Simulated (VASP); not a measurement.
# MoSe2 (P6_3/mmc) in VASP: a series of runs

MoSe2 is run at these levels: PBEsol; tasks: single point.

All numbers are computed with VASP 6.6.1; they aren't measurements. Logs are shortened: lines on timing, memory, paths and dates and some standing lists are left out, and cuts for length are marked.

## (1) The cell of the first run

It takes space group P6_3/mmc (No. 194, hexagonal). The conventional cell has a = 3.288 Å, b = 3.288 Å, c = 12.900 Å, α = 90.00°, β = 90.00°, γ = 120.00°. Mo (site symmetry -6m2) has 6 Se at 2.49 Å and 6 Mo at 3.29 Å within 3.3 Å. Within 3.3 Å of Se (site symmetry 3m) lie 3 Mo at 2.49 Å and 7 Se at 3.23 to 3.29 Å.

## (2) Single point, PBEsol, collinear spin

Contents of INCAR:

```
PREC     = Accurate       # precision mode
ENCUT    = 500            # plane-wave cutoff, eV
EDIFF    = 1E-6           # SCF threshold, eV
ISMEAR   = 0              # smearing method
SIGMA    = 0.05           # smearing width, eV
LREAL    = False          # projectors in reciprocal space
LASPH    = True           # aspherical terms in the spheres
NELM     = 200            # most SCF steps
ALGO     = Normal         # electronic algorithm
ISIF     = 2              # what is computed and relaxed
LWAVE    = False          # write WAVECAR
LCHARG   = True           # write CHGCAR
ISPIN    = 2              # spin polarisation
MAGMOM   = 2 2 0 0 0 0    # initial moments
LORBIT   = 11             # projections on sites
NUPDOWN  = 4.0            # fixed moment
LMAXMIX  = 4              # l up to which the mixer works
GGA      = PS             # functional
LELF     = True           # ELF
LVHAR    = True         
NBANDS   = 39             # bands
GGA_COMPAT= False
```

Contents of KPOINTS:

```
regular mesh
0
Gamma
  8 8 2
```

Contents of POSCAR:

```
MoSe2
1.0
    3.2879995700      0.0000000000      0.0000000000
   -1.6439997900      2.8474911600      0.0000000000
    0.0000000000      0.0000000000     12.9000009200
Mo Se
2 4
Direct
    0.3333333333      0.6666666667      0.2500000000
    0.6666666667      0.3333333333      0.7500000000
    0.3333333333      0.6666666667      0.6250000000
    0.6666666667      0.3333333333      0.1250000000
    0.3333333333      0.6666666667      0.8750000000
    0.6666666667      0.3333333333      0.3750000000
```

Potentials or basis: VASP PAW PBE potentials, release 64 (Mo_sv, Se).

Run with:

```bash
$ cat potpaw_PBE.64/Mo_sv/POTCAR potpaw_PBE.64/Se/POTCAR > POTCAR
$ mpirun -np 1 vasp_std > vasp.out
```

OUTCAR:

```text
PREC = Accurate
   ENCUT = 500
   EDIFF = 1E-6
   ISMEAR = 0
   LREAL = False
   LASPH = True
   NELM = 200
   ISIF = 2
   ISPIN = 2
   LORBIT = 11
   NUPDOWN = 4.0
   GGA = PS

 ion  position               nearest neighbor table
   1  0.333  0.667  0.250-   4 2.49   6 2.49   4 2.49   6 2.49   4 2.49   6 2.49
   2  0.667  0.333  0.750-   3 2.49   5 2.49   3 2.49   5 2.49   3 2.49   5 2.49
   3  0.333  0.667  0.625-   2 2.49   2 2.49   2 2.49
   4  0.667  0.333  0.125-   1 2.49   1 2.49   1 2.49
   5  0.333  0.667  0.875-   2 2.49   2 2.49   2 2.49
   6  0.667  0.333  0.375-   1 2.49   1 2.49   1 2.49

  LATTYP: Found a hexagonal cell.
 ALAT       =     3.2879995700
 C/A-ratio  =     3.9233584571

  Lattice vectors:

 A1 = (   3.2879995700,   0.0000000000,   0.0000000000)
 A2 = (  -1.6439997900,   2.8474911600,   0.0000000000)
 A3 = (   0.0000000000,   0.0000000000,  12.9000009200)

Analysis of symmetry for initial positions (statically):
=====================================================================
 Subroutine PRICEL returns:
 Original cell was already a primitive cell.

 Routine SETGRP: Setting up the symmetry group for a
 hexagonal supercell.

 Subroutine GETGRP returns: Found 24 space group operations
 (whereof 12 operations were pure point group operations)
 out of a pool of 24 trial point group operations.

The static configuration has the point symmetry D_3d.
 The point group associated with its full space group is D_6h.

Analysis of symmetry for dynamics (positions and initial velocities):
=====================================================================
 Subroutine PRICEL returns:
 Original cell was already a primitive cell.

 Routine SETGRP: Setting up the symmetry group for a
 hexagonal supercell.

 Subroutine GETGRP returns: Found 24 space group operations
 (whereof 12 operations were pure point group operations)
 out of a pool of 24 trial point group operations.

The dynamic configuration has the point symmetry D_3d.
 The point group associated with its full space group is D_6h.

Analysis of structural, dynamic, and magnetic symmetry:
=====================================================================
 Subroutine PRICEL returns:
 Original cell was already a primitive cell.

 Routine SETGRP: Setting up the symmetry group for a
 hexagonal supercell.

 Subroutine GETGRP returns: Found 24 space group operations
 (whereof 12 operations were pure point group operations)
 out of a pool of 24 trial point group operations.

The overall configuration has the point symmetry D_3d.
 The point group associated with its full space group is D_6h.

 Subroutine INISYM returns: Found 24 space group operations
 (whereof 12 operations are pure point group operations),
 and found     1 'primitive' translations

----------------------------------------------------------------------------------------

                                     Primitive cell

  volume of cell :     120.7769

  direct lattice vectors                    reciprocal lattice vectors
     3.287999570  0.000000000  0.000000000     0.304136293  0.175593171  0.000000000
    -1.643999790  2.847491160  0.000000000     0.000000000  0.351186340  0.000000000
     0.000000000  0.000000000 12.900000920     0.000000000  0.000000000  0.077519374

  length of vectors
     3.287999570  3.287999577 12.900000920     0.351186341  0.351186340  0.077519374

  position of ions in fractional coordinates (direct lattice)
     0.333333333  0.666666667  0.250000000
     0.666666667  0.333333333  0.750000000
     0.333333333  0.666666667  0.625000000
     0.666666667  0.333333333  0.125000000
     0.333333333  0.666666667  0.875000000
     0.666666667  0.333333333  0.375000000

  ion indices of the primitive-cell ions
   primitive index   ion index
                 1           1
                 2           2
                 3           3
                 4           4
                 5           5
                 6           6

----------------------------------------------------------------------------------------

 KPOINTS: regular mesh

Automatic generation of k-mesh.
 Grid dimensions read from file:
 generate k-points for:    8    8    2

 Generating k-lattice:

  Cartesian coordinates                     Fractional coordinates (reciprocal lattice)
     0.038017037  0.021949146  0.000000000     0.125000000  0.000000000  0.000000000
     0.000000000  0.043898293  0.000000000     0.000000000  0.125000000  0.000000000
     0.000000000  0.000000000  0.038759687     0.000000000  0.000000000  0.500000000

  Length of vectors
     0.043898293  0.043898293  0.038759687

  Shift w.r.t. Gamma in fractional coordinates (k-lattice)
     0.000000000  0.000000000  0.000000000

 Subroutine IBZKPT returns following result:
 ===========================================

 Found     20 irreducible k-points:

 Following reciprocal coordinates:
            Coordinates               Weight
  0.000000  0.000000  0.000000      1.000000
  0.125000 -0.000000  0.000000      6.000000
  0.250000 -0.000000  0.000000      6.000000
  0.375000  0.000000  0.000000      6.000000
  0.500000 -0.000000  0.000000      3.000000
  0.125000  0.125000  0.000000      6.000000
[... 12 lines left out ...]
  0.250000  0.250000  0.500000      6.000000
  0.375000  0.250000  0.500000      6.000000
   k-points           NKPTS =     20   k-points in BZ     NKDIM =     20   number of bands    NBANDS=     39
   number of dos      NEDOS =    301   number of ions     NIONS =      6
   total plane-waves  NPLWV =  55296
   dimension x,y,z NGX =    24 NGY =   24 NGZ =   96
   dimension x,y,z NGXF=    48 NGYF=   48 NGZF=  192
   ions per type =               2   4
   NGX,Y,Z   is equivalent  to a cutoff of  12.13, 12.13, 12.37 a.u.
   NGXF,Y,Z  is equivalent  to a cutoff of  24.27, 24.27, 24.74 a.u.
 SYSTEM =  unknown system
   PREC   = accura    normal or accurate (medium, high low for compatibility)
   ISTART =      0    job   : 0-new  1-cont  2-samecut
   ICHARG =      2    charge: 1-file 2-atom 10-const
   ISPIN  =      2    spin polarized calculation?
   LNONCOLLINEAR =      F non collinear calculations
   LSORBIT =      F    spin-orbit coupling
   LASPH  =      T    aspherical Exc in radial PAW
   ENCUT  =  500.0 eV  36.75 Ry    6.06 a.u.   5.99  5.99 23.52*2*pi/ulx,y,z
   NELM   =    200;   NELMIN=  2; NELMDL= -5     # of ELM steps
   EDIFF  = 0.1E-05   stopping-criterion for ELM
   LREAL  =      F    real-space projection
   EDIFFG = 0.1E-04   stopping-criterion for IOM
   NSW    =      0    number of steps for IOM
   IBRION =     -1    ionic relax: 0-MD 1-quasi-New 2-CG
   NFREE  =      0    steps in history (QN), initial steepest desc. (CG)
   ISIF   =      2    stress and relaxation
   ISYM   =      2    0-nonsym 1-usesym 2-fastsym
   POTIM  = 0.5000    time-step for ionic-motion
   TEBEG  =    0.0;   TEEND  =   0.0 temperature during run
   PSTRESS=    0.0 pullay stress
   NELECT =      52.0000    total number of electrons
   NUPDOWN=       4.0000    fix difference up-down
   EMIN   =  10.00;   EMAX   =-10.00  energy-range for DOS
   EFERMI =   0.00;   METHOD = LEGACY
   ISMEAR =     0;   SIGMA  =   0.05  broadening in eV -4-tet -1-fermi 0-gaus
   EFERMI_NEDOS =   21; number of points for ismear=-14 and -15
   IALGO  =     38    algorithm
   IMIX   =      4    mixing-type and parameters
     AMIX     =   0.40;   BMIX     =  1.00
     AMIX_MAG =   1.60;   BMIX_MAG =  1.00
  volume/ion in A,a.u.               =      20.13       135.84
  Fermi-wavevector in a.u.,A,eV,Ry     =   1.236179  2.336039 20.791583  1.528138
  Thomas-Fermi vector in A             =   2.370798
   LORBIT       =     11    0 simple, 1 ext, 2 COOP (PROOUT), +10 PAW based schemes
   GGA     = PS    functional components
   LHFCALC =     F    Hartree Fock is set to
   AEXX    =    0.0000 exact exchange contribution
   IVDW    =     0    specifies the selected vdW correction
   LEPSILON=     F    determine dielectric tensor
   LRPA    =     F    only Hartree local field effects (RPA)
 spin polarized calculation
 Gauss-broadening in eV      SIGMA  =   0.05
  energy-cutoff  :      500.00
  volume of cell :      120.78
 maximum number of plane-waves:      3092
 NGX is ok and might be reduce to    24
   NGX = 11   NGY = 11   NGZ = 47

 number of electron      52.0000002 magnetization       4.0000004

 Free energy of the ion-electron system (eV)
  ---------------------------------------------------
  ext. energy  EPLUGINS =         0.00000000
  ---------------------------------------------------
  free energy    TOTEN  =       -39.25797277 eV

  energy without entropy =      -39.25206081  energy(sigma->0) =      -39.25501679

 E-fermi :   5.5234     XC(G=0): -10.7953

 val. band max:        7.7391504973   @ k =   0.2500   0.1250   0.0000
 cond. band min:       5.5693105264   @ k =   0.5000  -0.0000   0.0000
 fundamental gap:     -2.1698399709
 Fermi energy:         7.7770522868

 spin component 1

 k-point     1 :       0.0000    0.0000    0.0000
  band No.  band energies     occupation
      1     -54.9033      1.00000
      2     -54.9033      1.00000
      3     -29.1737      1.00000
      4     -29.1737      1.00000
      5     -29.0186      1.00000
      6     -29.0186      1.00000
[... 30 lines left out ...]
     37      14.1101      0.00000
     38      14.2304      0.00000
[... 777 lines left out ...]
     37      13.5506      0.00000
     38      13.5506      0.00000
 Fermi energy:         5.5233678037

 spin component 2

 k-point     1 :       0.0000    0.0000    0.0000
  band No.  band energies     occupation
      1     -53.9719      1.00000
      2     -53.9719      1.00000
      3     -28.2454      1.00000
      4     -28.2454      1.00000
      5     -27.9636      1.00000
      6     -27.9636      1.00000
[... 30 lines left out ...]
     37      14.3450      0.00000
     38      14.6377      0.00000
[... 777 lines left out ...]
     37      14.0078      0.00000
     38      14.0078      0.00000
 [bands above 38 left out]

------------------------ aborting loop because EDIFF is reached ----------------------------------------

  FORCE on cell =-STRESS in cart. coord.  units (eV):
  Direction    XX          YY          ZZ          XY          YZ          ZX
  --------------------------------------------------------------------------------------
  -------------------------------------------------------------------------------------
  Total        9.6399697      9.6399698      8.4106608     -0.0000000      0.0000000     -0.0000000
  in kB      127.8799258    127.8799262    111.5724119     -0.0000002      0.0000000     -0.0000000
  external PRESSURE =     122.4440880 kB  Pullay stress =       0.0000000 kB

 VOLUME and BASIS-vectors are now :
 -----------------------------------------------------------------------------
  energy-cutoff  :      500.00
  volume of cell :      120.78
      direct lattice vectors                 reciprocal lattice vectors
     3.287999570  0.000000000  0.000000000     0.304136293  0.175593171  0.000000000
    -1.643999790  2.847491160  0.000000000     0.000000000  0.351186340  0.000000000
     0.000000000  0.000000000 12.900000920     0.000000000  0.000000000  0.077519374

 POSITION                                       TOTAL-FORCE (eV/Angst)
 -----------------------------------------------------------------------------------
     -0.00000      1.89833      3.22500        -0.000000     -0.000000      0.000000
      1.64400      0.94916      9.67500         0.000000      0.000000      0.000000
     -0.00000      1.89833      8.06250         0.000000     -0.000000     -1.408663
      1.64400      0.94916      1.61250         0.000000     -0.000000     -1.408663
     -0.00000      1.89833     11.28750        -0.000000      0.000000      1.408663
      1.64400      0.94916      4.83750         0.000000      0.000000      1.408663
 -----------------------------------------------------------------------------------
    total drift:                               -0.000000      0.000000     -0.000000

  FREE ENERGIE OF THE ION-ELECTRON SYSTEM (eV)
  ---------------------------------------------------
  free  energy   TOTEN  =       -39.2579727660 eV

  energy  without entropy=      -39.2520608138  energy(sigma->0) =      -39.25501679

 total charge

# of ion       s       p       d       tot
------------------------------------------
    1        2.293   6.197   4.054  12.544
    2        2.293   6.197   4.054  12.544
    3        1.481   2.344   0.071   3.896
    4        1.481   2.344   0.071   3.896
    5        1.481   2.344   0.071   3.896
    6        1.481   2.344   0.071   3.896
--------------------------------------------------
tot         10.509  21.770   8.392  40.671

 magnetization (x)

# of ion       s       p       d       tot
------------------------------------------
    1        0.026   0.024   1.403   1.453
    2        0.026   0.024   1.403   1.453
    3        0.008   0.069   0.012   0.090
    4        0.008   0.069   0.012   0.090
    5        0.008   0.069   0.012   0.090
    6        0.008   0.069   0.012   0.090
--------------------------------------------------
tot          0.086   0.325   2.855   3.266
```

It took 95 s on 1 thread of Oxide Virtual Turin-like, shared host; peak memory 0.29 GiB.

Results:

- Free energy: -39.2580 eV
- Pressure: 12.2 GPa
- Largest force: 1.409 eV/Å
- Net moment: 4.00 μB per cell
- Site moments: Mo +1.45; Se +0.09 μB
- Valence electrons inside the program's atomic spheres: Mo 12.54; Se 3.90

Forces in eV/Å, atoms in the order of the input:
```
Mo   0.000  0.000  0.000
Mo   0.000  0.000  0.000
Se   0.000  0.000 -1.409
Se   0.000  0.000 -1.409
Se   0.000  0.000  1.409
Se   0.000  0.000  1.409
```

Stress tensor (GPa, compression positive):
```
12.79  0.00  0.00
 0.00 12.79  0.00
 0.00  0.00 11.16
```

Caveat: the cell stands under pressure; the PAW data sets were made with another functional, which shifts forces and pressure a little; this functional lacks dispersion, which binds layers or chains, so the pressure and a relaxed spacing across them are unreliable; the total moment is fixed, so each spin has its own Fermi level and the state may be an excited one.

## (3) Single point, PBEsol, collinear spin

Contents of INCAR:

```
SYSTEM = MoSe2
PREC = Accurate ; ENCUT = 500
EDIFF = 1E-6 ; ISMEAR = 0
SIGMA = 0.05 ; LREAL = .FALSE.
LASPH = .TRUE. ; NELM = 200
ALGO = Normal ; ISIF = 2
LWAVE = .FALSE. ; LCHARG = .FALSE.
ISPIN = 2 ; MAGMOM = 2 -2 0 0 0 0
LORBIT = 11 ; LMAXMIX = 4
GGA = PS ; NBANDS = 39
GGA_COMPAT = .FALSE.
```

Contents of KPOINTS:

```
Automatic mesh
0
G
  8 8 2
  0 0 0
```

POSCAR is that of step 2.

Potentials or basis: VASP PAW PBE potentials, release 64 (Mo_sv, Se).

Run with:

```bash
$ cat potpaw_PBE.64/Mo_sv/POTCAR potpaw_PBE.64/Se/POTCAR > POTCAR
$ mpirun -np 1 vasp_std > vasp.out
```

Run time: 97 s. Hardware: 1 thread of Oxide Virtual Turin-like, shared host; peak memory 0.29 GiB.

The run converged. Its results:

```yaml
Free_energy: -43.1774 eV
Pressure: 3.6 GPa
Largest_force: 0.847 eV/Å
Band_gap_on_the_k_mesh: 0.90 eV (least direct gap 1.64 eV)
Net_moment: 0.00 μB per cell
Valence_electrons_inside_the_program's_atomic_spheres: Mo 12.51; Se 3.89
```

Forces in eV/Å, atoms in the order of the input:
```
Mo   0.000  0.000  0.000
Mo   0.000  0.000  0.000
Se   0.000  0.000 -0.847
Se   0.000  0.000 -0.847
Se   0.000  0.000  0.847
Se   0.000  0.000  0.847
```

Stress tensor (GPa, compression positive):
```
1.64 0.00 0.00
0.00 1.64 0.00
0.00 0.00 7.42
```

Levels at points of the mesh, in eV from the valence-band top:
Spin up:
| k point | band 22 | band 23 | band 24 | band 25 | band 26 | band 27 | band 28 | band 29 | band 30 | band 31 |
| --- | --- | --- | --- | --- | --- | --- | --- | --- | --- | --- |
| (0.00, 0.00, 0.00) | -1.84 | -1.84 | -1.11 | -0.87 | 0.00 | 2.41 | 2.41 | 2.46 | 2.46 | 2.70 |
| (0.50, 0.00, 0.00) | -2.24 | -1.41 | -1.35 | -1.24 | -1.21 | 1.36 | 1.40 | 1.72 | 1.99 | 2.70 |
| (0.00, 0.00, 0.50) | -1.86 | -1.86 | -1.86 | -0.20 | -0.20 | 2.42 | 2.42 | 2.42 | 2.42 | 2.80 |
| (0.50, 0.00, 0.50) | -2.38 | -1.31 | -1.31 | -1.28 | -1.28 | 1.38 | 1.38 | 1.86 | 1.86 | 3.13 |
Spin down:
| k point | band 24 | band 25 | band 26 | band 27 | band 28 | band 29 |
| --- | --- | --- | --- | --- | --- | --- |
| (0.00, 0.00, 0.00) | -1.11 | -0.87 | 0.00 | 2.41 | 2.41 | 2.46 |
| (0.50, 0.00, 0.00) | -1.35 | -1.24 | -1.21 | 1.36 | 1.40 | 1.72 |
| (0.00, 0.00, 0.50) | -1.86 | -0.20 | -0.20 | 2.42 | 2.42 | 2.42 |
| (0.50, 0.00, 0.50) | -1.31 | -1.28 | -1.28 | 1.38 | 1.38 | 1.86 |

Caveat: the stress differs along the axes, from 2 to 7 GPa; the PAW data sets were made with another functional, which shifts forces and pressure a little; this functional lacks dispersion, which binds layers or chains, so the pressure and a relaxed spacing across them are unreliable. PBEsol gaps usually lie below the measured ones, often by a third to a half.

## (4) Single point, PBEsol, collinear spin

Contents of INCAR:

```
PREC = Accurate
ENCUT = 500
EDIFF = 1E-6
ISMEAR = 0
SIGMA = 0.05
LREAL = F
LASPH = T
NELM = 200
ALGO = Normal
ISIF = 2
LWAVE = F
LCHARG = F
ISPIN = 2
MAGMOM = 2.2 2.2 0 0 0 0
LORBIT = 11
NUPDOWN = 4.4
LMAXMIX = 4
GGA = PS
NBANDS = 39
GGA_COMPAT = F
```

Contents of KPOINTS:

```
regular mesh
0
Gamma
  8 8 2
```

POSCAR is that of step 3.

Run with:

```bash
$ cat potpaw_PBE.64/Mo_sv/POTCAR potpaw_PBE.64/Se/POTCAR > POTCAR
$ mpirun -np 1 vasp_std > vasp.out
```

It took 1.8 min on 1 thread of Oxide Virtual Turin-like, shared host; peak memory 0.3 GiB.

Results (log left out):

```yaml
Free_energy: -38.7760 eV
Pressure: 13.3 GPa
Largest_force: 1.467 eV/Å
Net_moment: 4.40 μB per cell
Site_moments: Mo +1.57; Se +0.11 μB
Valence_electrons_inside_the_program's_atomic_spheres: Mo 12.55; Se 3.90
```

Forces in eV/Å, atoms in the order of the input:
```
Mo   0.000  0.000  0.000
Mo   0.000  0.000  0.000
Se   0.000  0.000 -1.467
Se   0.000  0.000 -1.467
Se   0.000  0.000  1.467
Se   0.000  0.000  1.467
```

Stress tensor (GPa, compression positive):
```
14.16  0.00  0.00
 0.00 14.16  0.00
 0.00  0.00 11.67
```

Caveat: the cell stands under pressure; the PAW data sets were made with another functional, which shifts forces and pressure a little; this functional lacks dispersion, which binds layers or chains, so the pressure and a relaxed spacing across them are unreliable; the total moment is fixed, so each spin has its own Fermi level and the state may be an excited one.

## (5) The runs side by side

| fixed moment (μB) | pressure (GPa) | moment (μB) | largest force (eV/Å) |
| --- | --- | --- | --- |
| 4.0 | 12.2 | 4.00 | 1.41 |
| - | 3.6 | 0.00 | 0.85 |
| 4.4 | 13.3 | 4.40 | 1.47 |

Alike in all rows: task single point; level PBEsol; potentials or basis VASP PAW PBE potentials, release 64 (Mo_sv, Se); spin collinear; cell as given; k mesh 8 × 8 × 2; cutoff (eV) 500; smearing gaussian 0.05 eV.

Caveats: the PAW data sets were made with another functional, which shifts forces and pressure a little; this functional lacks dispersion, which binds layers or chains, so the pressure and a relaxed spacing across them are unreliable; the cell stands under pressure (at least some runs); the total moment is fixed, so each spin has its own Fermi level and the state may be an excited one (at least some runs); the stress differs along the axes, from 2 to 7 GPa (at least some runs).

Total energies depend on the potentials used, so only differences within one code and one set of settings carry meaning.
